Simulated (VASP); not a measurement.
In5P6, 11 atoms in the cell. The cell holds a slab with vacuum, 11 atoms: a = 4.214 Å, b = 4.214 Å, c = 29.900 Å, α = 90.00°, β = 90.00°, γ = 90.00°. 

| Item | Value |
| --- | --- |
| Program | VASP 6.6.1 |
| Task | single point |
| Functional | PBE |
| Potentials or basis | VASP PAW PBE potentials, release 64 (P, In_d) |
| Cutoff | 520 eV |
| k mesh | 8 × 8 × 1 |
| Occupations | gaussian, width 0.05 eV |
| Spin | no spin polarisation |
| Dipole correction | yes |
| Further INCAR settings | ALGO = Normal; EDIFF = 1e-06; NBANDS = 58 |

Potentials or basis: VASP PAW PBE potentials, release 64 (P, In_d).

Launch:

```bash
$ cat potpaw_PBE.64/P/POTCAR potpaw_PBE.64/In_d/POTCAR > POTCAR
$ mpirun -np 1 vasp_std > vasp.out
```

Hardware: 1 thread of Intel(R) Xeon(R) 6975P-C (Granite Rapids), with other jobs on the host.

How long does it take, and how much memory?

It took 6.6 min on 1 thread of Intel(R) Xeon(R) 6975P-C (Granite Rapids) (shared host), peak memory 0.68 GiB. Counts: scf iterations 19, k points 15.
